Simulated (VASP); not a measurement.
# ReBi (CsCl type) (Pm-3m) in VASP: settings compared, part 3 of 3

VASP 6.6.1.

## 6. Single point, PBE+U

This run uses another cell than the first one, of 11.75 Å³/atom, 0.750 times its volume.

File INCAR:

```
SYSTEM = ReBi
  PREC = Accurate
  ENCUT = 520
  EDIFF = 1E-6
  ISMEAR = -1
  SIGMA = 0.05
  LREAL = .FALSE.
  LASPH = .TRUE.
  NELM = 150
  ALGO = Normal
  ISIF = 2
  LWAVE = .FALSE.
  LCHARG = .FALSE.
  LMAXMIX = 4
  LDAU = .TRUE.
  LDAUTYPE = 2
  LDAUL = 2 -1
  LDAUU = 1 0
  LDAUJ = 0 0
  LDAUPRINT = 1
  GGA = PE
  NBANDS = 18
```

File KPOINTS:

```
regular mesh
0
G
  11 11 11
  0 0 0
```

File POSCAR:

```
ReBi
1.0
    2.8640849576      0.0000000000      0.0000000000
    0.0000000000      2.8640849576      0.0000000000
    0.0000000000      0.0000000000      2.8640849576
Re Bi
1 1
Direct
    0.0000000000      0.0000000000      0.0000000000
    0.5000000000      0.5000000000      0.5000000000
```

Potentials or basis: VASP PAW PBE potentials, release 64 (Re, Bi_d).

Launch:

```sh
$ cat potpaw_PBE.64/Re/POTCAR potpaw_PBE.64/Bi_d/POTCAR > POTCAR
$ mpirun -np 1 vasp_std > vasp.out
```

OUTCAR:

```text
SYSTEM = ReBi
   PREC = Accurate
   ENCUT = 520
   EDIFF = 1E-6
   ISMEAR = -1
   LREAL = .FALSE.
   LASPH = .TRUE.
   NELM = 150
   ISIF = 2
   GGA = PE

 ion  position               nearest neighbor table
   1  0.000  0.000  0.000-   2 2.48   2 2.48   2 2.48   2 2.48   2 2.48   2 2.48   2 2.48   2 2.48

   2  0.500  0.500  0.500-   1 2.48   1 2.48   1 2.48   1 2.48   1 2.48   1 2.48   1 2.48   1 2.48

  LATTYP: Found a simple cubic cell.
 ALAT       =     2.8640849576

  Lattice vectors:

 A1 = (   2.8640849576,   0.0000000000,   0.0000000000)
 A2 = (   0.0000000000,   2.8640849576,   0.0000000000)
 A3 = (   0.0000000000,   0.0000000000,   2.8640849576)

Analysis of symmetry for initial positions (statically):
=====================================================================
 Subroutine PRICEL returns:
 Original cell was already a primitive cell.

 Routine SETGRP: Setting up the symmetry group for a
 simple cubic supercell.

 Subroutine GETGRP returns: Found 48 space group operations
 (whereof 48 operations were pure point group operations)
 out of a pool of 48 trial point group operations.

The static configuration has the point symmetry O_h .

Analysis of symmetry for dynamics (positions and initial velocities):
=====================================================================
 Subroutine PRICEL returns:
 Original cell was already a primitive cell.

 Routine SETGRP: Setting up the symmetry group for a
[... 173 lines left out ...]
  o =  0.5702  v =  0.0000  0.0000  1.0000  0.0000 -0.0048  0.0000  0.0000  0.0000  0.0000  0.0000      0.0000  0.0000  0.0000  0.0000  0.0000  0.0000  0.0000  0.0000  0.0000  0.0000
  o =  0.7390  v =  0.0000  0.0087 -0.0000  1.0000  0.0000  0.0000  0.0000  0.0000  0.0000  0.0000      0.0000  0.0000  0.0000  0.0000  0.0000  0.0000  0.0000  0.0000  0.0000  0.0000
  o =  0.7390  v =  0.0000  0.0000  0.0000  0.0000  0.0000  0.0000  0.0087 -0.0000  1.0000  0.0000      0.0000  0.0000  0.0000  0.0000  0.0000  0.0000  0.0000  0.0000  0.0000  0.0000
  o =  0.7390  v =  0.0000  0.0000  0.0000  0.0000  0.0000  0.0000 -1.0000  0.0000  0.0087 -0.0000      0.0000  0.0000  0.0000  0.0000  0.0000  0.0000  0.0000  0.0000  0.0000  0.0000
  o =  0.7390  v =  0.0000 -1.0000  0.0000  0.0087 -0.0000  0.0000  0.0000  0.0000  0.0000  0.0000      0.0000  0.0000  0.0000  0.0000  0.0000  0.0000  0.0000  0.0000  0.0000  0.0000
  o =  0.7390  v =  1.0000  0.0000  0.0000  0.0000  0.0000  0.0000  0.0000  0.0000  0.0000  0.0000      0.0000  0.0000  0.0000  0.0000  0.0000  0.0000  0.0000  0.0000  0.0000  0.0000
  o =  0.7390  v =  0.0000  0.0000  0.0000  0.0000  0.0000  1.0000  0.0000  0.0000  0.0000  0.0000      0.0000  0.0000  0.0000  0.0000  0.0000  0.0000  0.0000  0.0000  0.0000  0.0000

 number of electron      22.0000004 magnetization

 Free energy of the ion-electron system (eV)
  ---------------------------------------------------
  ext. energy  EPLUGINS =         0.00000000
  ---------------------------------------------------
  free energy    TOTEN  =        -4.34893080 eV

  energy without entropy =       -4.34552030  energy(sigma->0) =       -4.34722555

 E-fermi :  19.5541     XC(G=0): -15.4019

 val. band max:       19.5092966964   @ k =   0.2727   0.0909   0.0000
 cond. band min:      19.5835009083   @ k =   0.4545   0.4545   0.1818
 fundamental gap:      0.0742042119
 Fermi energy:        19.5541131703

 k-point     1 :       0.0000    0.0000    0.0000
  band No.  band energies     occupation
      1      -6.4851      2.00000
      2      -6.4851      2.00000
      3      -5.3937      2.00000
      4      -5.3937      2.00000
      5      -5.3937      2.00000
      6      -0.8810      2.00000
[... 481 lines left out ...]
      5      -5.3812      2.00000
      6       1.4090      2.00000
[... 10 lines left out ...]
     17      33.9372      0.00000
     18      34.0649      0.00000

 [... further k-points ...]

------------------------ aborting loop because EDIFF is reached ----------------------------------------

  FORCE on cell =-STRESS in cart. coord.  units (eV):
  Direction    XX          YY          ZZ          XY          YZ          ZX
  --------------------------------------------------------------------------------------
  -------------------------------------------------------------------------------------
  Total       41.1389326     41.1389326     41.1389326      0.0000000      0.0000000     -0.0000000
  in kB     2805.4718307   2805.4718307   2805.4718307      0.0000000      0.0000000     -0.0000000
  external PRESSURE =    2805.4718307 kB  Pullay stress =       0.0000000 kB

 VOLUME and BASIS-vectors are now :
 -----------------------------------------------------------------------------
  energy-cutoff  :      520.00
  volume of cell :       23.49
      direct lattice vectors                 reciprocal lattice vectors
     2.864084958  0.000000000  0.000000000     0.349151654  0.000000000  0.000000000
     0.000000000  2.864084958  0.000000000     0.000000000  0.349151654  0.000000000
     0.000000000  0.000000000  2.864084958     0.000000000  0.000000000  0.349151654

 POSITION                                       TOTAL-FORCE (eV/Angst)
 -----------------------------------------------------------------------------------
      0.00000      0.00000      0.00000         0.000000      0.000000      0.000000
      1.43204      1.43204      1.43204         0.000000      0.000000      0.000000
 -----------------------------------------------------------------------------------
    total drift:                                0.000000     -0.000000     -0.000000

  FREE ENERGIE OF THE ION-ELECTRON SYSTEM (eV)
  ---------------------------------------------------
  free  energy   TOTEN  =        -4.3489308032 eV

  energy  without entropy=       -4.3455202954  energy(sigma->0) =       -4.34722555
```

stdout:

```text
POSCAR found type information on POSCAR ReBi
 POSCAR found :  2 types and       2 ions
 scaLAPACK will be used
 LDA part: xc-table for (Slater+PW92), standard interpolation
 POSCAR, INCAR and KPOINTS ok, starting setup
 FFT: planning ... GRIDC
 FFT: planning ... GRID_SOFT
 FFT: planning ... GRID
 WAVECAR not read
 entering main loop
```

Wall time 72 s (1 thread of AMD EPYC 7R13, shared host); peak memory 0.13 GiB.

Results:

```yaml
Free_energy: -4.3489 eV
Pressure: 280.5 GPa
Band_gap_on_the_k_mesh: zero (band 11 reaches 21.13 eV, above the bottom of band 12 at 19.04 eV)
```

Levels at points of the mesh, in eV from the Fermi level:
| k point | band 8 | band 9 | band 10 | band 11 | band 12 | band 13 | band 14 | band 15 |
| --- | --- | --- | --- | --- | --- | --- | --- | --- |
| (0.00, 0.00, 0.00) | -6.33 | -0.18 | -0.18 | -0.18 | 1.12 | 1.12 | 1.12 | 9.60 |

Eigenvalues of the final occupation matrices:
| site | spin | trace | eigenvalues |
| --- | --- | --- | --- |
| site 1 d | 1 | 3.36 | 0.57 0.57 0.74 0.74 0.74 |
| site 1 d | 2 | 3.36 | 0.57 0.57 0.74 0.74 0.74 |

Caveat: spin-orbit coupling is left out, which moves the levels of the heavy elements; U without spin polarisation on a metal has little footing; the U is typed as a test and isn't derived for this compound.

## 7. Summary

```csv
level,U,cell,gap on the mesh (eV),pressure (GPa)
PBE,-,"a = 3.152 Å, 2 atoms",none,61.5
PBE,-,"a = 3.279 Å, 2 atoms",none,21.7
PBE,-,"a = 3.396 Å, 2 atoms",none,-0.1
PBE+U,Re d U = 1.0 eV,"a = 2.864 Å, 2 atoms",none,280.5
```

Alike in all rows: task single point; potentials or basis VASP PAW PBE potentials, release 64 (Re, Bi_d); no spin polarisation; k mesh 11 × 11 × 11; cutoff (eV) 520; smearing fermi-dirac 0.05 eV.

Caveats: spin-orbit coupling is left out, which moves the levels of the heavy elements; U without spin polarisation on a metal has little footing (some runs); the U is typed as a test and isn't derived for this compound (some runs).

Absolute energies hang on the potentials; compare differences alone.
